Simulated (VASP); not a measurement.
# AlN (Imm2) in VASP: notebook

AlN is run at these levels: PBE; tasks: single point.

All numbers are computed with VASP 6.6.1; they aren't measurements. Logs are shortened: lines on timing, memory, paths and dates and some standing lists are left out, and cuts for length are marked.

## 1. The cell of the first run

The structure is orthorhombic, space group Imm2 (No. 44). The conventional cell has a = 3.098 Å, b = 3.129 Å, c = 4.403 Å, α = 90.00°, β = 90.00°, γ = 90.00°. Within 2.5 Å of Al (site symmetry mm2) lie 4 N at 1.90 to 1.91 Å. Within 2.5 Å of N (site symmetry mm2) lie 4 Al at 1.90 to 1.91 Å.

## 2. Single point, PBE (strain +0.0100 x Voigt [0, 0, 0, 0, 0, 1])

The input, INCAR:

```
SYSTEM = AlN
PREC = Accurate ; ENCUT = 520
EDIFF = 1E-6 ; ISMEAR = 0
SIGMA = 0.05 ; LREAL = .False.
LASPH = .True. ; NELM = 80
ALGO = Normal ; ISIF = 2
LWAVE = .False. ; LCHARG = .False.
GGA = PE ; NBANDS = 11
```

The input, KPOINTS:

```
Automatic mesh
0
Gamma
  10 10 10
  0 0 0
```

The input, POSCAR:

```
AlN
1.0
    0.0110079355      2.2015871044      2.2015871044
    2.2015871044      0.0110079355      2.2015871044
    2.2125950399      2.2125950399      0.0000000000
Al N
1 1
Direct
    0.0000000000      0.0000000000      0.0000000000
    0.7500000000      0.7500000000      0.7500000000
```

Potentials or basis: VASP PAW PBE potentials, release 64 (Al, N).

Started as:

```console
$ cat potpaw_PBE.64/Al/POTCAR potpaw_PBE.64/N/POTCAR > POTCAR
$ mpirun -np 1 vasp_std > vasp.out
```

OUTCAR:

```text
SYSTEM = AlN
   PREC = Accurate
   ENCUT = 520
   EDIFF = 1E-6
   ISMEAR = 0
   LREAL = .False.
   LASPH = .True.
   NELM = 80
   ISIF = 2
   GGA = PE

 ion  position               nearest neighbor table
   1  0.000  0.000  0.000-   2 1.90   2 1.90   2 1.91   2 1.91
   2  0.750  0.750  0.750-   1 1.90   1 1.90   1 1.91   1 1.91

  LATTYP: Found a body centered orthorhombic cell.
 ALAT       =     3.0979467701
 B/A-ratio  =     1.0100502512
 C/A-ratio  =     1.4213201632

  Lattice vectors:

 A1 = (   2.2015871044,   0.0110079355,  -2.2015871044)
 A2 = (  -2.2015871044,  -0.0110079355,  -2.2015871044)
 A3 = (   0.0110079355,   2.2015871044,   2.2015871044)

Analysis of symmetry for initial positions (statically):
=====================================================================
 Subroutine PRICEL returns:
 Original cell was already a primitive cell.

 Routine SETGRP: Setting up the symmetry group for a
 body centered orthorhombic supercell.

 Subroutine GETGRP returns: Found  4 space group operations
 (whereof  4 operations were pure point group operations)
 out of a pool of  8 trial point group operations.

The static configuration has the point symmetry C_2v.

Analysis of symmetry for dynamics (positions and initial velocities):
=====================================================================
 Subroutine PRICEL returns:
 Original cell was already a primitive cell.

 Routine SETGRP: Setting up the symmetry group for a
 body centered orthorhombic supercell.

 Subroutine GETGRP returns: Found  4 space group operations
 (whereof  4 operations were pure point group operations)
 out of a pool of  8 trial point group operations.

The dynamic configuration has the point symmetry C_2v.

 Subroutine INISYM returns: Found  4 space group operations
 (whereof  4 operations are pure point group operations),
 and found     1 'primitive' translations

----------------------------------------------------------------------------------------

                                     Primitive cell

  volume of cell :      21.3416

  direct lattice vectors                    reciprocal lattice vectors
     0.011007935  2.201587104  2.201587104    -0.228250139  0.228250139  0.227108888
     2.201587104  0.011007935  2.201587104     0.228250139 -0.228250139  0.227108888
     2.212595040  2.212595040  0.000000000     0.225978993  0.225978993 -0.227108888

  length of vectors
     3.113533801  3.113533801  3.129081913     0.394683036  0.394683036  0.392060529

  position of ions in fractional coordinates (direct lattice)
     0.000000000  0.000000000  0.000000000
     0.750000000  0.750000000  0.750000000

  ion indices of the primitive-cell ions
   primitive index   ion index
                 1           1
                 2           2

----------------------------------------------------------------------------------------

 KPOINTS: Automatic mesh

Automatic generation of k-mesh.
 Grid dimensions read from file:
 generate k-points for:   10   10   10

 Generating k-lattice:

  Cartesian coordinates                     Fractional coordinates (reciprocal lattice)
    -0.022825014  0.022825014  0.022710889     0.100000000  0.000000000  0.000000000
     0.022825014 -0.022825014  0.022710889     0.000000000  0.100000000  0.000000000
     0.022597899  0.022597899 -0.022710889     0.000000000  0.000000000  0.100000000

  Length of vectors
     0.039468304  0.039468304  0.039206053

  Shift w.r.t. Gamma in fractional coordinates (k-lattice)
     0.000000000  0.000000000  0.000000000

 Subroutine IBZKPT returns following result:
 ===========================================

 Found    171 irreducible k-points:

 Following reciprocal coordinates:
            Coordinates               Weight
  0.000000  0.000000  0.000000      1.000000
  0.100000 -0.000000  0.000000      4.000000
  0.200000 -0.000000  0.000000      4.000000
  0.300000 -0.000000  0.000000      4.000000
  0.400000 -0.000000  0.000000      4.000000
  0.500000 -0.000000  0.000000      2.000000
[... 16 lines left out ...]
  0.300000  0.300000  0.000000      2.000000
  0.400000  0.300000  0.000000      4.000000
 [... further k-points ...]
   k-points           NKPTS =    171   k-points in BZ     NKDIM =    171   number of bands    NBANDS=     11
   number of dos      NEDOS =    301   number of ions     NIONS =      2
   total plane-waves  NPLWV =  13824
   dimension x,y,z NGX =    24 NGY =   24 NGZ =   24
   dimension x,y,z NGXF=    48 NGYF=   48 NGZF=   48
   ions per type =               1   1
   NGX,Y,Z   is equivalent  to a cutoff of  12.81, 12.81, 12.75 a.u.
   NGXF,Y,Z  is equivalent  to a cutoff of  25.63, 25.63, 25.50 a.u.
 SYSTEM =  AlN
   PREC   = accura    normal or accurate (medium, high low for compatibility)
   ISTART =      0    job   : 0-new  1-cont  2-samecut
   ICHARG =      2    charge: 1-file 2-atom 10-const
   ISPIN  =      1    spin polarized calculation?
   LNONCOLLINEAR =      F non collinear calculations
   LSORBIT =      F    spin-orbit coupling
   LASPH  =      T    aspherical Exc in radial PAW
   ENCUT  =  520.0 eV  38.22 Ry    6.18 a.u.   5.79  5.79  5.82*2*pi/ulx,y,z
   NELM   =     80;   NELMIN=  2; NELMDL= -5     # of ELM steps
   EDIFF  = 0.1E-05   stopping-criterion for ELM
   LREAL  =      F    real-space projection
   EDIFFG = 0.1E-04   stopping-criterion for IOM
   NSW    =      0    number of steps for IOM
   IBRION =     -1    ionic relax: 0-MD 1-quasi-New 2-CG
   NFREE  =      0    steps in history (QN), initial steepest desc. (CG)
   ISIF   =      2    stress and relaxation
   ISYM   =      2    0-nonsym 1-usesym 2-fastsym
   POTIM  = 0.5000    time-step for ionic-motion
   TEBEG  =    0.0;   TEEND  =   0.0 temperature during run
   PSTRESS=    0.0 pullay stress
   NELECT =       8.0000    total number of electrons
   NUPDOWN=      -1.0000    fix difference up-down
   EMIN   =  10.00;   EMAX   =-10.00  energy-range for DOS
   EFERMI =   0.00;   METHOD = LEGACY
   ISMEAR =     0;   SIGMA  =   0.05  broadening in eV -4-tet -1-fermi 0-gaus
   EFERMI_NEDOS =   21; number of points for ismear=-14 and -15
   IALGO  =     38    algorithm
   IMIX   =      4    mixing-type and parameters
     AMIX     =   0.40;   BMIX     =  1.00
     AMIX_MAG =   1.60;   BMIX_MAG =  1.00
  volume/ion in A,a.u.               =      10.67        72.01
  Fermi-wavevector in a.u.,A,eV,Ry     =   1.180400  2.230633 18.957602  1.393344
  Thomas-Fermi vector in A             =   2.316693
   LORBIT       =      0    0 simple, 1 ext, 2 COOP (PROOUT), +10 PAW based schemes
   GGA     = PE    functional components
   LHFCALC =     F    Hartree Fock is set to
   AEXX    =    0.0000 exact exchange contribution
   IVDW    =     0    specifies the selected vdW correction
   LEPSILON=     F    determine dielectric tensor
   LRPA    =     F    only Hartree local field effects (RPA)
 non-spin polarized calculation
 Gauss-broadening in eV      SIGMA  =   0.05
  energy-cutoff  :      520.00
  volume of cell :       21.34
 maximum number of plane-waves:       588
   NGX = 11   NGY = 11   NGZ = 11

 number of electron       8.0000001 magnetization

 Free energy of the ion-electron system (eV)
  ---------------------------------------------------
  ext. energy  EPLUGINS =         0.00000000
  ---------------------------------------------------
  free energy    TOTEN  =       -14.84599559 eV

  energy without entropy =      -14.84599559  energy(sigma->0) =      -14.84599559

 E-fermi :   6.0796     XC(G=0): -10.8292

 val. band max:        5.7713839349   @ k =   0.0000   0.0000   0.0000
 cond. band min:       9.0481840280   @ k =   0.5000   0.5000   0.0000
 fundamental gap:      3.2768000931
 Fermi energy:         6.0795802392

 k-point     1 :       0.0000    0.0000    0.0000
  band No.  band energies     occupation
      1      -9.0974      2.00000
      2       5.7199      2.00000
      3       5.7448      2.00000
      4       5.7714      2.00000
      5       9.7279      0.00000
      6      17.9402      0.00000
      7      18.0721      0.00000
      8      18.1996      0.00000
      9      23.2410      0.00000
     10      23.2438      0.00000
     11      24.5391      0.00000

 k-point     2 :       0.1000   -0.0000    0.0000
  band No.  band energies     occupation
      1      -8.9541      2.00000
      2       4.9536      2.00000
      3       5.6683      2.00000
      4       5.7003      2.00000
      5      10.3895      0.00000
      6      17.7520      0.00000
      7      18.0784      0.00000
      8      18.2499      0.00000
      9      21.9557      0.00000
     10      22.0082      0.00000
     11      23.8292      0.00000

 k-point     3 :       0.2000   -0.0000    0.0000
  band No.  band energies     occupation
      1      -8.5462      2.00000
      2       3.3720      2.00000
      3       5.5401      2.00000
      4       5.5667      2.00000
      5      11.5025      0.00000
      6      16.9385      0.00000
      7      18.0495      0.00000
      8      18.1799      0.00000
      9      21.3752      0.00000
     10      21.4930      0.00000
     11      22.9346      0.00000

 k-point     4 :       0.3000   -0.0000    0.0000
  band No.  band energies     occupation
      1      -7.9551      2.00000
      2       1.7583      2.00000
      3       5.3935      2.00000
      4       5.4139      2.00000
      5      12.3301      0.00000
      6      16.1755      0.00000
      7      17.4349      0.00000
      8      17.5402      0.00000
      9      22.3727      0.00000
     10      22.5330      0.00000
     11      22.7210      0.00000
[... 239 lines left out ...]
 k-point    22 :      -0.2000    0.2000    0.0000
  band No.  band energies     occupation
      1      -7.7570      2.00000
      2       2.0333      2.00000
      3       4.0983      2.00000
      4       5.4694      2.00000
      5      13.0877      0.00000
      6      15.4695      0.00000
      7      16.9547      0.00000
      8      17.9783      0.00000
      9      20.4014      0.00000
     10      23.9247      0.00000
     11      26.8771      0.00000

 k-point    23 :       0.3000    0.3000    0.0000
  band No.  band energies     occupation
      1      -7.6013      2.00000
      2       2.2614      2.00000
      3       4.4737      2.00000
      4       4.5754      2.00000
      5      10.9953      0.00000
      6      15.2809      0.00000
      7      17.3759      0.00000
      8      19.9141      0.00000
      9      20.0359      0.00000
     10      25.8947      0.00000
     11      29.1068      0.00000

 k-point    24 :       0.4000    0.3000    0.0000
  band No.  band energies     occupation
      1      -7.1540      2.00000
      2       1.6521      2.00000
      3       4.1108      2.00000
      4       4.3102      2.00000
      5      10.5969      0.00000
      6      15.1303      0.00000
      7      17.7236      0.00000
      8      20.0170      0.00000
      9      20.6046      0.00000
     10      26.7684      0.00000
     11      28.9220      0.00000

 [... further k-points ...]
[... 5 lines left out ...]
  --------------------------------------------------------------------------------------
  -------------------------------------------------------------------------------------
  Total       -0.0342081     -0.0342081     -0.0362226     -0.2856098      0.0000000      0.0000000
  in kB       -2.5681076     -2.5681076     -2.7193371    -21.4415854      0.0000000      0.0000000
  external PRESSURE =      -2.6185174 kB  Pullay stress =       0.0000000 kB

 VOLUME and BASIS-vectors are now :
 -----------------------------------------------------------------------------
  energy-cutoff  :      520.00
  volume of cell :       21.34
      direct lattice vectors                 reciprocal lattice vectors
     0.011007935  2.201587104  2.201587104    -0.228250139  0.228250139  0.227108888
     2.201587104  0.011007935  2.201587104     0.228250139 -0.228250139  0.227108888
     2.212595040  2.212595040  0.000000000     0.225978993  0.225978993 -0.227108888

 POSITION                                       TOTAL-FORCE (eV/Angst)
 -----------------------------------------------------------------------------------
      0.00000      0.00000      0.00000        -0.000000     -0.000000     -0.080259
      3.31889      3.31889      3.30238         0.000000      0.000000      0.080259
 -----------------------------------------------------------------------------------
    total drift:                               -0.000000     -0.000000      0.000117

  FREE ENERGIE OF THE ION-ELECTRON SYSTEM (eV)
  ---------------------------------------------------
  free  energy   TOTEN  =       -14.8459955933 eV

  energy  without entropy=      -14.8459955933  energy(sigma->0) =      -14.84599559
```

Wall time 17 s (1 thread of Intel Xeon Platinum 8375C at 2.90GHz (Ice Lake), shared host); peak memory 0.16 GiB.

Results:

```
Free energy            : -14.8460 eV
Pressure               : -0.3 GPa
Largest force          : 0.080 eV/Å
Band gap on the k mesh : 3.28 eV, indirect (least direct gap 3.96 eV)
```

Forces in eV/Å, atoms in the order of the input:
```
Al   0.000  0.000 -0.080
N    0.000  0.000  0.080
```

Levels at points of the mesh, in eV from the valence-band top:
| k point | band 2 | band 3 | band 4 | band 5 | band 6 | band 7 |
| --- | --- | --- | --- | --- | --- | --- |
| (0.00, 0.00, 0.00) | -0.05 | -0.03 | 0.00 | 3.96 | 12.17 | 12.30 |
| (0.50, 0.00, 0.00) | -5.76 | -0.53 | -0.51 | 7.09 | 9.67 | 10.87 |
| (0.50, 0.50, 0.00) | -4.86 | -1.83 | -1.71 | 3.28 | 8.45 | 13.61 |
| (0.00, 0.00, 0.50) | -5.79 | -0.49 | -0.48 | 7.18 | 9.67 | 10.97 |
| (0.50, 0.00, 0.50) | -4.86 | -1.77 | -1.77 | 3.28 | 8.44 | 13.60 |

Caveat: the cell differs from its parent crystal (strain +0.0100 x Voigt [0, 0, 0, 0, 0, 1]). A k mesh can miss the band edges.

(Continued in part 2 of 2.)
